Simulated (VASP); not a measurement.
# ZnO (P6_3mc) in VASP: notebook, part 2 of 2

VASP 6.6.1. Earlier steps stand in the parts before.

**3. Electric field gradients, LDA (equal xx and yy strain of +1 %)**

The input, INCAR:

```
SYSTEM = ZnO
  ALGO = Normal
  EDIFF = 1E-8
  ENCUT = 520
  ISIF = 2
  ISMEAR = -1
  LASPH = .True.
  LCHARG = .False.
  LEFG = .True.
  LREAL = .False.
  LWAVE = .False.
  NBANDS = 26
  NELM = 100
  PREC = Accurate
  SIGMA = 0.02
```

The input, KPOINTS:

```
k-points
0
Gamma
  11 11 6
  0 0 0
```

The input, POSCAR:

```
ZnO
1.0
    3.2818927111      0.0000000000      0.0000000000
   -1.6409463555      2.8422024603      0.0000000000
    0.0000000000      0.0000000000      5.2038000000
Zn O
2 2
Direct
    0.3333333333      0.6666666667      0.0000000000
    0.6666666667      0.3333333333      0.5000000000
    0.3333333333      0.6666666667      0.3821000000
    0.6666666667      0.3333333333      0.8821000000
```

Potentials or basis: VASP PAW LDA potentials, release 64 (Zn, O).

Command:

```console
> cat potpaw_LDA.64/Zn/POTCAR potpaw_LDA.64/O/POTCAR > POTCAR
> mpirun -np 1 vasp_std > vasp.out
```

OUTCAR:

```text
SYSTEM = ZnO
   EDIFF = 1E-8
   ENCUT = 520
   ISIF = 2
   ISMEAR = -1
   LASPH = .True.
   LREAL = .False.
   NELM = 100
   PREC = Accurate

 ion  position               nearest neighbor table
   1  0.333  0.667  0.000-   3 1.99   4 1.99   4 1.99   4 1.99
   2  0.667  0.333  0.500-   4 1.99   3 1.99   3 1.99   3 1.99
   3  0.333  0.667  0.382-   1 1.99   2 1.99   2 1.99   2 1.99
   4  0.667  0.333  0.882-   2 1.99   1 1.99   1 1.99   1 1.99

  LATTYP: Found a hexagonal cell.
 ALAT       =     3.2818927111
 C/A-ratio  =     1.5856094206

  Lattice vectors:

 A1 = (   3.2818927111,   0.0000000000,   0.0000000000)
 A2 = (  -1.6409463555,   2.8422024603,   0.0000000000)
 A3 = (   0.0000000000,   0.0000000000,   5.2038000000)

Analysis of symmetry for initial positions (statically):
=====================================================================
 Subroutine PRICEL returns:
 Original cell was already a primitive cell.

 Routine SETGRP: Setting up the symmetry group for a
 hexagonal supercell.

 Subroutine GETGRP returns: Found 12 space group operations
 (whereof  6 operations were pure point group operations)
 out of a pool of 24 trial point group operations.

The static configuration has the point symmetry C_3v.
 The point group associated with its full space group is C_6v.

Analysis of symmetry for dynamics (positions and initial velocities):
=====================================================================
 Subroutine PRICEL returns:
 Original cell was already a primitive cell.

 Routine SETGRP: Setting up the symmetry group for a
 hexagonal supercell.

 Subroutine GETGRP returns: Found 12 space group operations
 (whereof  6 operations were pure point group operations)
[... 862 lines left out ...]
  Direction    XX          YY          ZZ          XY          YZ          ZX
  --------------------------------------------------------------------------------------
  -------------------------------------------------------------------------------------
  Total       -2.8621833     -2.8621833     -2.0455162     -0.0000000      0.0000000      0.0000000
  in kB      -94.4730707    -94.4730707    -67.5170597     -0.0000000      0.0000000      0.0000000
  external PRESSURE =     -85.4877337 kB  Pullay stress =       0.0000000 kB

 VOLUME and BASIS-vectors are now :
 -----------------------------------------------------------------------------
  energy-cutoff  :      520.00
  volume of cell :       48.54
      direct lattice vectors                 reciprocal lattice vectors
     3.281892711  0.000000000  0.000000000     0.304702222  0.175919910  0.000000000
    -1.640946355  2.842202460  0.000000000     0.000000000  0.351839819  0.000000000
     0.000000000  0.000000000  5.203800000     0.000000000  0.000000000  0.192167262

 POSITION                                       TOTAL-FORCE (eV/Angst)
 -----------------------------------------------------------------------------------
     -0.00000      1.89480      0.00000        -0.000000      0.000000     -0.027639
      1.64095      0.94740      2.60190        -0.000000      0.000000     -0.027639
     -0.00000      1.89480      1.98837        -0.000000      0.000000      0.027639
      1.64095      0.94740      4.59027         0.000000     -0.000000      0.027639
 -----------------------------------------------------------------------------------
    total drift:                               -0.000001     -0.000002      0.000255

  FREE ENERGIE OF THE ION-ELECTRON SYSTEM (eV)
  ---------------------------------------------------
  free  energy   TOTEN  =       -21.0765277162 eV

  energy  without entropy=      -21.0765277161  energy(sigma->0) =      -21.07652772

 Electric field gradients (V/A^2)
---------------------------------------------------------------------
 ion       V_xx      V_yy      V_zz      V_xy      V_xz      V_yz
---------------------------------------------------------------------
   1      -1.453    -1.451     2.904     0.002     0.000    -0.000
   2      -1.453    -1.451     2.904     0.002    -0.000     0.000
   3       2.352     2.346    -4.698    -0.005     0.000    -0.000
   4       2.352     2.346    -4.698    -0.005    -0.000     0.000
---------------------------------------------------------------------

 Electric field gradients after diagonalization (V/A^2)
 (convention: |V_zz| > |V_xx| > |V_yy|)
----------------------------------------------------------------------
 ion       V_xx      V_yy      V_zz     asymmetry (V_yy - V_xx)/ V_zz
----------------------------------------------------------------------
   1      -1.454    -1.450     2.904       0.002
   2      -1.454    -1.450     2.904       0.002
   3       2.354     2.343    -4.698       0.002
   4       2.354     2.343    -4.698       0.002
----------------------------------------------------------------------

           NMR quadrupolar parameters

 Cq : quadrupolar parameter    Cq=e*Q*V_zz/h
 eta: asymmetry parameters     (V_yy - V_xx)/ V_zz
 Q  : nuclear electric quadrupole moment in mb (millibarn)
----------------------------------------------------------------------
 ion       Cq(MHz)       eta       Q (mb)
----------------------------------------------------------------------
   1       0.007       0.002       1.000
   2       0.007       0.002       1.000
   3      -0.011       0.002       1.000
   4      -0.011       0.002       1.000
----------------------------------------------------------------------
```

OSZICAR:

```text
N       E                     dE             d eps       ncg     rms          rms(c)
DAV:   1     0.291523055651E+03    0.29152E+03   -0.18096E+04  3352   0.201E+03
DAV:   2     0.816535909521E+01   -0.28336E+03   -0.26556E+03  3458   0.408E+02
DAV:   3    -0.234655343664E+02   -0.31631E+02   -0.31195E+02  3728   0.139E+02
DAV:   4    -0.241232046352E+02   -0.65767E+00   -0.65594E+00  3710   0.204E+01
DAV:   5    -0.241265401608E+02   -0.33355E-02   -0.33353E-02  3580   0.152E+00    0.140E+01
DAV:   6    -0.209896014470E+02    0.31369E+01   -0.61272E+00  5258   0.622E+01    0.878E+00
DAV:   7    -0.211452379441E+02   -0.15564E+00   -0.27168E+00  3494   0.167E+01    0.525E+00
DAV:   8    -0.211284312479E+02    0.16807E-01   -0.59992E-01  4398   0.704E+00    0.168E+00
DAV:   9    -0.210746726591E+02    0.53759E-01   -0.10329E-01  4762   0.650E+00    0.342E-01
DAV:  10    -0.210765395553E+02   -0.18669E-02   -0.34976E-02  3400   0.135E+00    0.775E-02
DAV:  11    -0.210765499906E+02   -0.10435E-04   -0.62968E-04  3954   0.595E-01    0.332E-02
DAV:  12    -0.210765264641E+02    0.23527E-04   -0.13322E-04  4214   0.378E-01    0.763E-03
DAV:  13    -0.210765289309E+02   -0.24668E-05   -0.17773E-05  4012   0.424E-02    0.901E-03
DAV:  14    -0.210765277377E+02    0.11931E-05   -0.24165E-06  3912   0.164E-02    0.164E-03
DAV:  15    -0.210765277340E+02    0.37562E-08   -0.17256E-07  3562   0.617E-03    0.104E-03
DAV:  16    -0.210765277223E+02    0.11665E-07   -0.22662E-08  2314   0.218E-03    0.616E-04
DAV:  17    -0.210765277162E+02    0.61445E-08   -0.25378E-08  2778   0.130E-03
   1 F= -.21076528E+02 E0= -.21076528E+02  d E =-.511666E-10
```

stdout:

```text
POSCAR found type information on POSCAR ZnO
 POSCAR found :  2 types and       4 ions
 scaLAPACK will be used
 LDA part: xc-table for (Slater(with rela. corr.)+CA(PZ))
 , standard interpolation
 POSCAR, INCAR and KPOINTS ok, starting setup
 FFT: planning ... GRIDC
 FFT: planning ... GRID_SOFT
 FFT: planning ... GRID
 WAVECAR not read
 entering main loop
ion   1

ion   2

ion   3

ion   4
```

Run time: 2.3 min. Hardware: 1 thread of Intel Xeon 8259CL, shared host; peak memory 0.19 GiB.

What came out:

```
Free energy                             : -21.0765 eV
Pressure                                : -8.5 GPa
Largest force                           : 0.028 eV/Å
Band gap on the k mesh                  : 0.72 eV
Largest electric field gradient by atom : Zn +2.9; O -4.7 V/Å²
```

Forces in eV/Å, atoms in the order of the input:
```
Zn   0.000  0.000 -0.028
Zn   0.000  0.000 -0.028
O    0.000  0.000  0.028
O    0.000  0.000  0.028
```

Levels at points of the mesh, in eV from the valence-band top:
| k point | band 15 | band 16 | band 17 | band 18 | band 19 | band 20 | band 21 | band 22 |
| --- | --- | --- | --- | --- | --- | --- | --- | --- |
| (0.00, 0.00, 0.00) | -0.80 | -0.06 | 0.00 | 0.00 | 0.72 | 4.97 | 8.14 | 12.45 |
| (0.00, 0.00, 0.50) | -0.39 | -0.39 | -0.39 | -0.39 | 3.36 | 3.36 | 9.91 | 9.91 |

Electric field gradients, principal values (V/Å²):
| atom | least | middle | greatest (by size) |
| --- | --- | --- | --- |
| 1 Zn | -1.450 | -1.454 | 2.904 |
| 2 Zn | -1.450 | -1.454 | 2.904 |
| 3 O | 2.343 | 2.354 | -4.698 |
| 4 O | 2.343 | 2.354 | -4.698 |

Caveat: the cell differs from its parent crystal (equal xx and yy strain of +1 %); the cell stands under tension; without QUAD_EFG the Cq values of the log hold for a quadrupole moment of 1 mb, not for the nuclei.

**4. Electric field gradients, LDA (equal xx and yy strain of +3 %)**

The input, INCAR:

```
SYSTEM = ZnO
PREC = Accurate
ENCUT = 520
EDIFF = 1E-8
ISMEAR = -1
SIGMA = 0.02
LREAL = .FALSE.
LASPH = .TRUE.
NELM = 60
ALGO = Normal
ISIF = 2
LWAVE = .FALSE.
LCHARG = .FALSE.
LEFG = .TRUE.
NBANDS = 26
```

The input, KPOINTS:

```
Automatic mesh
0
G
  11 11 6
  0 0 0
```

Changes to POSCAR since step 3:

```diff
@@ -2,4 +2,4 @@
 1.0
-    3.2818927111      0.0000000000      0.0000000000
-   -1.6409463555      2.8422024603      0.0000000000
+    3.3468806856      0.0000000000      0.0000000000
+   -1.6734403428      2.8984836972      0.0000000000
     0.0000000000      0.0000000000      5.2038000000
```

Potentials or basis: VASP PAW LDA potentials, release 64 (Zn, O).

Command:

```console
> cat potpaw_LDA.64/Zn/POTCAR potpaw_LDA.64/O/POTCAR > POTCAR
> mpirun -np 1 vasp_std > vasp.out
```

OUTCAR:

```text
SYSTEM = ZnO
   PREC = Accurate
   ENCUT = 520
   EDIFF = 1E-8
   ISMEAR = -1
   LREAL = .FALSE.
   LASPH = .TRUE.
   NELM = 60
   ISIF = 2

 ion  position               nearest neighbor table
   1  0.333  0.667  0.000-   3 1.99   4 2.03   4 2.03   4 2.03
   2  0.667  0.333  0.500-   4 1.99   3 2.03   3 2.03   3 2.03
   3  0.333  0.667  0.382-   1 1.99   2 2.03   2 2.03   2 2.03
   4  0.667  0.333  0.882-   2 1.99   1 2.03   1 2.03   1 2.03

  LATTYP: Found a hexagonal cell.
 ALAT       =     3.3468806856
 C/A-ratio  =     1.5548208881

  Lattice vectors:

 A1 = (   3.3468806856,   0.0000000000,   0.0000000000)
 A2 = (  -1.6734403428,   2.8984836972,   0.0000000000)
 A3 = (   0.0000000000,   0.0000000000,   5.2038000000)

Analysis of symmetry for initial positions (statically):
=====================================================================
 Subroutine PRICEL returns:
 Original cell was already a primitive cell.

 Routine SETGRP: Setting up the symmetry group for a
 hexagonal supercell.

 Subroutine GETGRP returns: Found 12 space group operations
 (whereof  6 operations were pure point group operations)
 out of a pool of 24 trial point group operations.

The static configuration has the point symmetry C_3v.
 The point group associated with its full space group is C_6v.

Analysis of symmetry for dynamics (positions and initial velocities):
=====================================================================
 Subroutine PRICEL returns:
 Original cell was already a primitive cell.

[... 864 lines left out ...]

------------------------ aborting loop because EDIFF is reached ----------------------------------------

  FORCE on cell =-STRESS in cart. coord.  units (eV):
  Direction    XX          YY          ZZ          XY          YZ          ZX
  --------------------------------------------------------------------------------------
  -------------------------------------------------------------------------------------
  Total       -4.6595359     -4.6595359     -2.7776181      0.0000000      0.0000000      0.0000000
  in kB     -147.8841248   -147.8841248    -88.1559098      0.0000000      0.0000000      0.0000000
  external PRESSURE =    -127.9747198 kB  Pullay stress =       0.0000000 kB

 VOLUME and BASIS-vectors are now :
 -----------------------------------------------------------------------------
  energy-cutoff  :      520.00
  volume of cell :       50.48
      direct lattice vectors                 reciprocal lattice vectors
     3.346880686  0.000000000  0.000000000     0.298785674  0.172503989  0.000000000
    -1.673440343  2.898483697  0.000000000     0.000000000  0.345007978  0.000000000
     0.000000000  0.000000000  5.203800000     0.000000000  0.000000000  0.192167262

 POSITION                                       TOTAL-FORCE (eV/Angst)
 -----------------------------------------------------------------------------------
     -0.00000      1.93232      0.00000        -0.000000      0.000000     -0.124517
      1.67344      0.96616      2.60190         0.000000     -0.000000     -0.124517
     -0.00000      1.93232      1.98837         0.000000      0.000000      0.124517
      1.67344      0.96616      4.59027        -0.000000      0.000000      0.124517
 -----------------------------------------------------------------------------------
    total drift:                               -0.000000     -0.000000      0.000080

  FREE ENERGIE OF THE ION-ELECTRON SYSTEM (eV)
  ---------------------------------------------------
  free  energy   TOTEN  =       -20.9300092150 eV

  energy  without entropy=      -20.9300092148  energy(sigma->0) =      -20.93000921

 Electric field gradients (V/A^2)
---------------------------------------------------------------------
 ion       V_xx      V_yy      V_zz      V_xy      V_xz      V_yz
---------------------------------------------------------------------
   1       3.015     3.019    -6.034     0.004     0.000    -0.000
   2       3.015     3.019    -6.034     0.004    -0.000     0.000
   3       3.294     3.296    -6.589     0.002     0.000    -0.000
   4       3.294     3.296    -6.589     0.002    -0.000     0.000
---------------------------------------------------------------------

 Electric field gradients after diagonalization (V/A^2)
 (convention: |V_zz| > |V_xx| > |V_yy|)
----------------------------------------------------------------------
 ion       V_xx      V_yy      V_zz     asymmetry (V_yy - V_xx)/ V_zz
----------------------------------------------------------------------
   1       3.022     3.013    -6.034       0.001
   2       3.022     3.013    -6.034       0.001
   3       3.296     3.293    -6.589       0.001
   4       3.296     3.293    -6.589       0.001
----------------------------------------------------------------------

           NMR quadrupolar parameters

 Cq : quadrupolar parameter    Cq=e*Q*V_zz/h
 eta: asymmetry parameters     (V_yy - V_xx)/ V_zz
 Q  : nuclear electric quadrupole moment in mb (millibarn)
----------------------------------------------------------------------
 ion       Cq(MHz)       eta       Q (mb)
----------------------------------------------------------------------
   1      -0.015       0.001       1.000
   2      -0.015       0.001       1.000
   3      -0.016       0.001       1.000
   4      -0.016       0.001       1.000
----------------------------------------------------------------------
```

OSZICAR:

```text
N       E                     dE             d eps       ncg     rms          rms(c)
DAV:   1     0.294996185037E+03    0.29500E+03   -0.18042E+04  3328   0.198E+03
DAV:   2     0.881533992528E+01   -0.28618E+03   -0.26867E+03  3498   0.409E+02
DAV:   3    -0.233236672066E+02   -0.32139E+02   -0.31705E+02  3680   0.139E+02
DAV:   4    -0.239808032363E+02   -0.65714E+00   -0.65554E+00  3740   0.205E+01
DAV:   5    -0.239841931695E+02   -0.33899E-02   -0.33897E-02  3550   0.152E+00    0.133E+01
DAV:   6    -0.208542686631E+02    0.31299E+01   -0.62574E+00  5278   0.635E+01    0.822E+00
DAV:   7    -0.210012441790E+02   -0.14698E+00   -0.27370E+00  3518   0.169E+01    0.495E+00
DAV:   8    -0.209822917796E+02    0.18952E-01   -0.62687E-01  4398   0.691E+00    0.168E+00
DAV:   9    -0.209283815632E+02    0.53910E-01   -0.10149E-01  4776   0.632E+00    0.351E-01
DAV:  10    -0.209300046931E+02   -0.16231E-02   -0.33725E-02  3398   0.136E+00    0.728E-02
DAV:  11    -0.209300471865E+02   -0.42493E-04   -0.81477E-04  3950   0.738E-01    0.419E-02
DAV:  12    -0.209300074703E+02    0.39716E-04   -0.16846E-04  4206   0.421E-01    0.767E-03
DAV:  13    -0.209300106660E+02   -0.31957E-05   -0.27227E-05  3484   0.513E-02    0.993E-03
DAV:  14    -0.209300092688E+02    0.13972E-05   -0.56045E-06  4134   0.382E-02    0.192E-03
DAV:  15    -0.209300092248E+02    0.44020E-07   -0.41882E-07  4316   0.157E-02    0.919E-04
DAV:  16    -0.209300092150E+02    0.97716E-08   -0.64899E-08  3448   0.217E-03
   1 F= -.20930009E+02 E0= -.20930009E+02  d E =-.185180E-09
```

stdout:

```text
POSCAR found type information on POSCAR ZnO
 POSCAR found :  2 types and       4 ions
 scaLAPACK will be used
 LDA part: xc-table for (Slater(with rela. corr.)+CA(PZ))
 , standard interpolation
 POSCAR, INCAR and KPOINTS ok, starting setup
 FFT: planning ... GRIDC
 FFT: planning ... GRID_SOFT
 FFT: planning ... GRID
 WAVECAR not read
 entering main loop
ion   1

ion   2

ion   3

ion   4
```

Wall time 3.2 min (1 thread of Intel Xeon 8259CL, shared host); peak memory 0.2 GiB.

What came out:

```yaml
Free_energy: -20.9300 eV
Pressure: -12.8 GPa
Largest_force: 0.125 eV/Å
Band_gap_on_the_k_mesh: 0.67 eV
Largest_electric_field_gradient_by_atom: Zn -6.0; O -6.6 V/Å²
```

Forces in eV/Å, atoms in the order of the input:
```
Zn   0.000  0.000 -0.125
Zn   0.000  0.000 -0.125
O    0.000  0.000  0.125
O    0.000  0.000  0.125
```

Electric field gradients, principal values (V/Å²):
| atom | least | middle | greatest (by size) |
| --- | --- | --- | --- |
| 1 Zn | 3.013 | 3.022 | -6.034 |
| 2 Zn | 3.013 | 3.022 | -6.034 |
| 3 O | 3.293 | 3.296 | -6.589 |
| 4 O | 3.293 | 3.296 | -6.589 |

Caveat: the cell differs from its parent crystal (equal xx and yy strain of +3 %); the cell stands under tension; without QUAD_EFG the Cq values of the log hold for a quadrupole moment of 1 mb, not for the nuclei.

**5. Overview**

| cell | gap on the mesh (eV) | pressure (GPa) | largest force (eV/Å) |
| --- | --- | --- | --- |
| a = 3.184, b = 3.184, c = 5.204 Å, angles 90.0, 90.0, 120.0°, 4 atoms | 0.78 | 0.1 | 0.23 |
| a = 3.282, b = 3.282, c = 5.204 Å, angles 90.0, 90.0, 120.0°, 4 atoms | 0.72 | -8.5 | 0.03 |
| a = 3.347, b = 3.347, c = 5.204 Å, angles 90.0, 90.0, 120.0°, 4 atoms | 0.67 | -12.8 | 0.12 |

Alike in all rows: task electric field gradients; level LDA; potentials or basis VASP PAW LDA potentials, release 64 (Zn, O); no spin polarisation; k mesh 11 × 11 × 6; cutoff (eV) 520; smearing fermi-dirac 0.02 eV.

Caveats: the cell stands under tension (at least some runs).

Total energies depend on the potentials used, so only differences within one code and one set of settings carry meaning.
